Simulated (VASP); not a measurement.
ReIrS4:

```
Re Ir S
1.0
     0.00000    3.75302    3.75302
     3.75302    0.00000    3.75302
     3.75302    3.75302    0.00000
Re Ir S
1 1 4
Direct
  0.00000 0.00000 0.00000
  0.75000 0.75000 0.75000
  0.37500 0.87500 0.37500
  0.37500 0.37500 0.87500
  0.37500 0.37500 0.37500
  0.87500 0.37500 0.37500
```

* Program: VASP 6.6.1
* Task: relaxation of cell and atoms
* Functional: PBE
* Potentials or basis: VASP PAW PBE potentials, release 64 (Re, Ir, S)
* Cutoff: 600 eV
* k mesh: 4 × 4 × 4
* Occupations: gaussian, width 0.1 eV
* Spin: collinear spin
* Starting moments: [2.49, -0.6, -0.16, -0.16, -0.16, -0.16] μB

At the start: pressure -11.7 GPa; volume 17.62 Å³/atom.

**Question.** Where does the relaxation end?

**Answer.** Over 5 steps the energy falls by 140.6 meV/atom and the volume is 14.74 Å³/atom (-16.3 %); space group F-43m (No. 216, to 0.1 Å) before and after; moment 0.00 μB per cell.

Step by step:
| step | energy change (eV) | largest force (eV/Å) | pressure (GPa) | volume (Å³) |
| --- | --- | --- | --- | --- |
| 1 | 0.0000 | 0.0002 | -11.73 | 105.72 |
| 2 | -0.8381 | 0.0767 | 1.47 | 87.19 |
| 3 | -0.8428 | 0.0821 | 0.08 | 88.16 |
| 4 | -0.8425 | 0.0840 | -0.36 | 88.49 |
| 5 | -0.8434 | 0.0176 | -0.31 | 88.47 |

Final structure:
```
Re Ir S
1.0
     0.00000    3.53657    3.53657
     3.53657    0.00000    3.53657
     3.53657    3.53657    0.00000
Re Ir S
1 1 4
Direct
  0.00000 0.00000 0.00000
  0.75000 0.75000 0.75000
  0.37533 0.87403 0.37533
  0.37533 0.37533 0.87403
  0.37533 0.37533 0.37533
  0.87403 0.37533 0.37533
```

Caveat: the k points lie up to 0.38 Å⁻¹ apart in the final cell, too coarse for converged energies and pressures of a metal; the volume moved by over 15 % at a fixed basis, so the end points are rough.
